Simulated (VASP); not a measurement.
A run of VASP 6.6.1:

File POSCAR:

```
Cu
1.0
    1.2832415992      0.7408798827      2.0961379869
   -1.2832415992      0.7408798827      2.0961379869
    0.0000000000     -1.4817597654      2.0961379869
Cu
1
Direct
    0.5000000000      0.5000000000      0.5000000000
```

The input INCAR.step1:

```
SYSTEM = Cu
ALGO = Fast
EDIFF = 1E-7
ENCUT = 520
GGA = PS
ISIF = 2
ISMEAR = 0
LASPH = .TRUE.
LCHARG = .TRUE.
LMAXMIX = 4
LREAL = .FALSE.
LWAVE = .FALSE.
NBANDS = 12
NELM = 60
PREC = Accurate
SIGMA = 0.1
```

KPOINTS.step1

```
k-points
0
G
  24 24 24
  0 0 0
```

File INCAR.step2:

```
SYSTEM = Cu
ALGO = Fast
EDIFF = 1E-7
ENCUT = 520
GGA = PS
ICHARG = 11
ISIF = 2
ISMEAR = -5
LASPH = .TRUE.
LCHARG = .FALSE.
LMAXMIX = 4
LORBIT = 11
LREAL = .FALSE.
LWAVE = .FALSE.
NEDOS = 2001
NELM = 60
PREC = Accurate
SIGMA = 0.1
```

The input KPOINTS.step2:

```
k-points
0
G
  36 36 36
  0 0 0
```

Potentials or basis: VASP PAW PBE potentials, release 64 (Cu).

The run is started by

```console
$ cat potpaw_PBE.64/Cu/POTCAR > POTCAR
$ cp INCAR.step1 INCAR
$ cp KPOINTS.step1 KPOINTS
$ mpirun -np 1 vasp_std > vasp.out
$ cp INCAR.step2 INCAR
$ cp KPOINTS.step2 KPOINTS
$ mpirun -np 1 vasp_std > vasp.out
```

Hardware: 1 thread of Intel Xeon 8259CL, on a shared host.

Question: How long does it take, and how much memory?

Answer: Run time: 16 min on 1 thread of Intel Xeon 8259CL (shared host), peak memory 0.61 GiB. Counts: k points 4237.
